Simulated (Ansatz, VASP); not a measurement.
## B5W2 in VASP and in Ansatz

```
B W
1.0
     1.54793    0.89370    7.13126
    -1.54793    0.89370    7.13126
     0.00000   -1.78739    7.13126
B W
5 2
Direct
  0.18526 0.18526 0.18526
  0.81474 0.81474 0.81474
  0.33103 0.33103 0.33103
  0.66897 0.66897 0.66897
  0.50000 0.50000 0.50000
  0.07666 0.07666 0.07666
  0.92334 0.92334 0.92334
```

Alike in both runs: functional PBE; k mesh 12 × 12 × 12; occupations gaussian, width 0.1 eV; no spin polarisation.

Ansatz relaxed the structure, and its values are those at the end. VASP's run is a single point on that final structure, the one shown.

|  | VASP | Ansatz |
| --- | --- | --- |
| version | VASP 6.6.1 | Ansatz 0.2.0 |
| potentials or method | VASP PAW PBE potentials, release 64 (B, W_sv), cutoff 520 eV | scalar-relativistic, plane waves, PAW |
| valence electrons in the cell | 43 | 43 |

```tsv
	VASP	Ansatz	Ansatz less VASP
gap on the k mesh at the Fermi level (eV)	none	none	-
pressure (GPa)	0.4	0.0	-0.45
```

A gap of «none» marks a metal or a gap that the smearing closes.

Spin-orbit coupling is off throughout.
